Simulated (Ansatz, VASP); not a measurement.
AlNi: VASP beside Ansatz

```
CELL_PARAMETERS angstrom
1.82438 -1.83802 0.00000
1.82438 1.83802 0.00000
0.00000 0.00000 3.50001
ATOMIC_POSITIONS crystal
Al 0.00000 0.00000 0.00000
Ni 0.50000 0.50000 0.50000
```

Alike in both runs: task single point; functional r2SCAN; k mesh 20 × 20 × 18; occupations gaussian, width 0.15 eV; no spin polarisation.

|  | VASP | Ansatz |
| --- | --- | --- |
| version | VASP 6.6.1 | Ansatz 0.2.0 |
| potentials or method | VASP PAW PBE potentials, release 64 (Al, Ni), cutoff 520 eV | scalar-relativistic, plane waves, PAW |
| valence electrons in the cell | 13 | 21 |

|  | VASP | Ansatz | Ansatz less VASP |
| --- | --- | --- | --- |
| gap on the k mesh at the Fermi level (eV) | none | none | - |
| pressure (GPa) | 2.3 | 2.4 | +0.13 |
| traceless stress, the component that is largest in VASP (GPa) | -10.39 | -10.09 | +0.304 |

VASP's potentials were made for PBE, not for r2SCAN. A gap of «none» marks a metal or a gap that the smearing closes. VASP's potentials hold 13 valence electrons a cell and Ansatz's 21, so a difference there can come from the potentials and not from the codes.
